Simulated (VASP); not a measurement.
# CsBr (Pm-3m) in VASP: further runs

Aim: see how the results for CsBr move with the level of theory and the settings. Levels: PBE, r2SCAN. Tasks: relaxation of cell and atoms.

All numbers are computed with VASP 6.6.1; they aren't measurements. Logs are shortened: lines on timing, memory, paths and dates and some standing lists are left out, and cuts for length are marked.

### 1 The cell of the first run

The structure is cubic, space group Pm-3m (No. 221). The conventional cell has a = 4.495 Å, b = 4.495 Å, c = 4.495 Å, α = 90.00°, β = 90.00°, γ = 90.00°. Within 5.1 Å of Cs (site symmetry m-3m) lie 8 Br at 3.89 Å and 6 Cs at 4.49 Å. Br (site symmetry m-3m) has 8 Cs at 3.89 Å and 6 Br at 4.49 Å within 5.1 Å.

### 2 Relaxation of cell and atoms, PBE

INCAR

```
SYSTEM = CsBr
PREC = Accurate
ENCUT = 500
EDIFF = 1E-7
ISMEAR = -1
SIGMA = 0.02
LREAL = .FALSE.
LASPH = .TRUE.
NELM = 120
ALGO = Normal
ISIF = 3
LWAVE = .FALSE.
LCHARG = .FALSE.
GGA = PE
IBRION = 2
NSW = 80
EDIFFG = -0.005
GGA_COMPAT = .FALSE.
NELMIN = 4
```

KPOINTS

```
Automatic mesh
0
G
  6 6 6
  0 0 0
```

POSCAR

```
CsBr
1.0
    4.4946845473      0.0000000000      0.0000000000
    0.0000000000      4.4946845473      0.0000000000
    0.0000000000      0.0000000000      4.4946845473
Cs Br
1 1
Direct
    0.0000000000      0.0000000000      0.0000000000
    0.5000000000      0.5000000000      0.5000000000
```

Potentials or basis: VASP PAW PBE potentials, release 64 (Cs_sv, Br).

Run with:

```console
cat potpaw_PBE.64/Cs_sv/POTCAR potpaw_PBE.64/Br/POTCAR > POTCAR
mpirun -np 1 vasp_std > vasp.out
```

OUTCAR:

```text
SYSTEM = CsBr
   PREC = Accurate
   ENCUT = 500
   EDIFF = 1E-7
   ISMEAR = -1
   LREAL = .FALSE.
   LASPH = .TRUE.
   NELM = 120
   ISIF = 3
   GGA = PE
   IBRION = 2
   NSW = 80
   EDIFFG = -0.005
   NELMIN = 4

 ion  position               nearest neighbor table
   1  0.000  0.000  0.000-
   2  0.500  0.500  0.500-

  LATTYP: Found a simple cubic cell.
 ALAT       =     4.4946845473

  Lattice vectors:

 A1 = (   4.4946845473,   0.0000000000,   0.0000000000)
 A2 = (   0.0000000000,   4.4946845473,   0.0000000000)
 A3 = (   0.0000000000,   0.0000000000,   4.4946845473)

Analysis of symmetry for initial positions (statically):
=====================================================================
 Subroutine PRICEL returns:
 Original cell was already a primitive cell.

 Routine SETGRP: Setting up the symmetry group for a
 simple cubic supercell.

 Subroutine GETGRP returns: Found 48 space group operations
 (whereof 48 operations were pure point group operations)
 out of a pool of 48 trial point group operations.

The static configuration has the point symmetry O_h .

Analysis of symmetry for dynamics (positions and initial velocities):
=====================================================================
 Subroutine PRICEL returns:
 Original cell was already a primitive cell.

 Routine SETGRP: Setting up the symmetry group for a
 simple cubic supercell.

 Subroutine GETGRP returns: Found 48 space group operations
 (whereof 48 operations were pure point group operations)
 out of a pool of 48 trial point group operations.

The dynamic configuration has the point symmetry O_h .

 Subroutine INISYM returns: Found 48 space group operations
 (whereof 48 operations are pure point group operations),
 and found     1 'primitive' translations

----------------------------------------------------------------------------------------

                                     Primitive cell

  volume of cell :      90.8025

  direct lattice vectors                    reciprocal lattice vectors
     4.494684547  0.000000000  0.000000000     0.222485024  0.000000000  0.000000000
     0.000000000  4.494684547  0.000000000     0.000000000  0.222485024  0.000000000
     0.000000000  0.000000000  4.494684547     0.000000000  0.000000000  0.222485024

  length of vectors
     4.494684547  4.494684547  4.494684547     0.222485024  0.222485024  0.222485024

  position of ions in fractional coordinates (direct lattice)
     0.000000000  0.000000000  0.000000000
     0.500000000  0.500000000  0.500000000

  ion indices of the primitive-cell ions
   primitive index   ion index
                 1           1
                 2           2

----------------------------------------------------------------------------------------

 KPOINTS: Automatic mesh

Automatic generation of k-mesh.
 Grid dimensions read from file:
 generate k-points for:    6    6    6

 Generating k-lattice:

  Cartesian coordinates                     Fractional coordinates (reciprocal lattice)
     0.037080837  0.000000000  0.000000000     0.166666667  0.000000000  0.000000000
     0.000000000  0.037080837  0.000000000     0.000000000  0.166666667  0.000000000
     0.000000000  0.000000000  0.037080837     0.000000000  0.000000000  0.166666667

  Length of vectors
     0.037080837  0.037080837  0.037080837

  Shift w.r.t. Gamma in fractional coordinates (k-lattice)
     0.000000000  0.000000000  0.000000000

 Subroutine IBZKPT returns following result:
 ===========================================

 Found     20 irreducible k-points:

 Following reciprocal coordinates:
            Coordinates               Weight
  0.000000  0.000000  0.000000      1.000000
  0.166667  0.000000  0.000000      6.000000
  0.333333  0.000000  0.000000      6.000000
  0.500000  0.000000  0.000000      3.000000
  0.166667  0.166667  0.000000     12.000000
  0.333333  0.166667  0.000000     24.000000
[... 12 lines left out ...]
  0.500000  0.500000  0.333333      6.000000
  0.500000  0.500000  0.500000      1.000000
   k-points           NKPTS =     20   k-points in BZ     NKDIM =     20   number of bands    NBANDS=     12
   number of dos      NEDOS =    301   number of ions     NIONS =      2
   total plane-waves  NPLWV =  46656
   dimension x,y,z NGX =    36 NGY =   36 NGZ =   36
   dimension x,y,z NGXF=    72 NGYF=   72 NGZF=   72
   ions per type =               1   1
   NGX,Y,Z   is equivalent  to a cutoff of  13.32, 13.32, 13.32 a.u.
   NGXF,Y,Z  is equivalent  to a cutoff of  26.63, 26.63, 26.63 a.u.
 SYSTEM =  CsBr
   PREC   = accura    normal or accurate (medium, high low for compatibility)
   ISTART =      0    job   : 0-new  1-cont  2-samecut
   ICHARG =      2    charge: 1-file 2-atom 10-const
   ISPIN  =      1    spin polarized calculation?
   LNONCOLLINEAR =      F non collinear calculations
   LSORBIT =      F    spin-orbit coupling
   LASPH  =      T    aspherical Exc in radial PAW
   ENCUT  =  500.0 eV  36.75 Ry    6.06 a.u.   8.19  8.19  8.19*2*pi/ulx,y,z
   NELM   =    120;   NELMIN=  4; NELMDL= -5     # of ELM steps
   EDIFF  = 0.1E-06   stopping-criterion for ELM
   LREAL  =      F    real-space projection
   EDIFFG = -.5E-02   stopping-criterion for IOM
   NSW    =     80    number of steps for IOM
   IBRION =      2    ionic relax: 0-MD 1-quasi-New 2-CG
   NFREE  =      1    steps in history (QN), initial steepest desc. (CG)
   ISIF   =      3    stress and relaxation
   ISYM   =      2    0-nonsym 1-usesym 2-fastsym
   POTIM  = 0.5000    time-step for ionic-motion
   TEBEG  =    0.0;   TEEND  =   0.0 temperature during run
   PSTRESS=    0.0 pullay stress
   NELECT =      16.0000    total number of electrons
   NUPDOWN=      -1.0000    fix difference up-down
   EMIN   =  10.00;   EMAX   =-10.00  energy-range for DOS
   EFERMI =   0.00;   METHOD = LEGACY
   ISMEAR =    -1;   SIGMA  =   0.02  broadening in eV -4-tet -1-fermi 0-gaus
   EFERMI_NEDOS =   21; number of points for ismear=-14 and -15
   IALGO  =     38    algorithm
   IMIX   =      4    mixing-type and parameters
     AMIX     =   0.40;   BMIX     =  1.00
     AMIX_MAG =   1.60;   BMIX_MAG =  1.00
  volume/ion in A,a.u.               =      45.40       306.38
  Fermi-wavevector in a.u.,A,eV,Ry     =   0.917802  1.734394 11.461007  0.842360
  Thomas-Fermi vector in A             =   2.042812
   LORBIT       =      0    0 simple, 1 ext, 2 COOP (PROOUT), +10 PAW based schemes
   GGA     = PE    functional components
   LHFCALC =     F    Hartree Fock is set to
   AEXX    =    0.0000 exact exchange contribution
   IVDW    =     0    specifies the selected vdW correction
   LEPSILON=     F    determine dielectric tensor
   LRPA    =     F    only Hartree local field effects (RPA)
 conjugate gradient relaxation of ions
 non-spin polarized calculation
  energy-cutoff  :      500.00
  volume of cell :       90.80
 maximum number of plane-waves:      2325
 NGX is ok and might be reduce to    36
   NGX = 17   NGY = 17   NGZ = 17

--------------------------------------- Ionic step        1  -------------------------------------------

 number of electron      15.9999995 magnetization

 Free energy of the ion-electron system (eV)
  ---------------------------------------------------
  ext. energy  EPLUGINS =         0.00000000
  ---------------------------------------------------
  free energy    TOTEN  =        -6.01066943 eV

  energy without entropy =       -6.01066943  energy(sigma->0) =       -6.01066943

------------------------ aborting loop because EDIFF is reached ----------------------------------------

  FORCE on cell =-STRESS in cart. coord.  units (eV):
  Direction    XX          YY          ZZ          XY          YZ          ZX
  --------------------------------------------------------------------------------------
  -------------------------------------------------------------------------------------
  Total       -0.3993193     -0.3993193     -0.3993193     -0.0000000     -0.0000000      0.0000000
  in kB       -7.0458480     -7.0458480     -7.0458480     -0.0000000     -0.0000000      0.0000000
  external PRESSURE =      -7.0458480 kB  Pullay stress =       0.0000000 kB

 VOLUME and BASIS-vectors are now :
 -----------------------------------------------------------------------------
  energy-cutoff  :      500.00
  volume of cell :       90.80
      direct lattice vectors                 reciprocal lattice vectors
     4.494684547  0.000000000  0.000000000     0.222485024  0.000000000  0.000000000
     0.000000000  4.494684547  0.000000000     0.000000000  0.222485024  0.000000000
     0.000000000  0.000000000  4.494684547     0.000000000  0.000000000  0.222485024
[... 73 lines left out ...]
 POSITION                                       TOTAL-FORCE (eV/Angst)
 -----------------------------------------------------------------------------------
      0.00000      0.00000      0.00000         0.000000      0.000000      0.000000
      2.19898      2.19898      2.19898        -0.000000     -0.000000      0.000000
 -----------------------------------------------------------------------------------
    total drift:                                0.000000      0.000000      0.000000

  FREE ENERGIE OF THE ION-ELECTRON SYSTEM (eV)
  ---------------------------------------------------
  free  energy   TOTEN  =        -6.0247262055 eV

  energy  without entropy=       -6.0247262055  energy(sigma->0) =       -6.02472621

--------------------------------------- Ionic step        4  -------------------------------------------

 number of electron      16.0000002 magnetization

 Free energy of the ion-electron system (eV)
  ---------------------------------------------------
  ext. energy  EPLUGINS =         0.00000000
  ---------------------------------------------------
  free energy    TOTEN  =        -6.02475365 eV

  energy without entropy =       -6.02475365  energy(sigma->0) =       -6.02475365

 E-fermi :  -0.1379     XC(G=0):  -7.7488

 val. band max:       -0.6390621246   @ k =   0.5000   0.5000   0.0000
 cond. band min:       3.5948509108   @ k =   0.0000   0.0000   0.0000
 fundamental gap:      4.2339130354
 Fermi energy:        -0.1378552589

 k-point     1 :       0.0000    0.0000    0.0000
  band No.  band energies     occupation
      1     -20.5411      2.00000
      2     -12.9296      2.00000
      3      -7.1627      2.00000
      4      -7.1627      2.00000
      5      -7.1627      2.00000
      6      -0.6634      2.00000
      7      -0.6634      2.00000
      8      -0.6634      2.00000
      9       3.5949      0.00000
     10       4.3284      0.00000
     11       4.3284      0.00000
     12       8.2341      0.00000

 k-point     2 :       0.1667    0.0000    0.0000
  band No.  band energies     occupation
      1     -20.5315      2.00000
      2     -12.9299      2.00000
      3      -7.2525      2.00000
      4      -7.1431      2.00000
      5      -7.1431      2.00000
      6      -1.0222      2.00000
      7      -0.7010      2.00000
      8      -0.7010      2.00000
      9       4.1960      0.00000
     10       4.4934      0.00000
     11       4.8693      0.00000
     12       8.0901      0.00000
[... 290 lines left out ...]
 POSITION                                       TOTAL-FORCE (eV/Angst)
 -----------------------------------------------------------------------------------
      0.00000      0.00000      0.00000         0.000000      0.000000      0.000000
      2.19668      2.19668      2.19668        -0.000000     -0.000000      0.000000
 -----------------------------------------------------------------------------------
    total drift:                                0.000000      0.000000      0.000000

  FREE ENERGIE OF THE ION-ELECTRON SYSTEM (eV)
  ---------------------------------------------------
  free  energy   TOTEN  =        -6.0247536475 eV

  energy  without entropy=       -6.0247536475  energy(sigma->0) =       -6.02475365

 reached required accuracy - stopping structural energy minimisation
```

It took 46 s on 1 thread of Intel Xeon Platinum 8488C (Sapphire Rapids), shared host; peak memory 0.22 GiB.

What came out:

* Free energy: -6.0248 eV
* Relaxed volume: 42.40 Å³/atom
* Relaxed cell: a = 4.393 Å, b = 4.393 Å, c = 4.393 Å, α = 90.00°, β = 90.00°, γ = 90.00°
* Space group after relaxing (to 0.1 Å): Pm-3m (No. 221)
* Energy gained by relaxing: 7.0 meV/atom
* Ionic steps: 4
* Pressure after relaxing: 0.0 GPa
* Band gap on the k mesh: 4.23 eV (least direct gap 4.26 eV)

The path:
```csv
step,energy change (eV),largest force (eV/Å),pressure (GPa),volume (Å³)
1,0.0000,0.0000,-0.70,90.80
2,-0.0093,0.0000,-0.44,88.20
3,-0.0141,0.0000,-0.04,85.07
4,-0.0141,0.0000,0.00,84.80
```

Final structure:
```
CELL_PARAMETERS angstrom
4.39335 0.00000 0.00000
0.00000 4.39335 0.00000
0.00000 0.00000 4.39335
ATOMIC_POSITIONS crystal
Cs 0.00000 0.00000 0.00000
Br 0.50000 0.50000 0.50000
```

Caveat: spin-orbit coupling is left out, which moves the levels of the heavy elements.

[end of part 1 of 2]
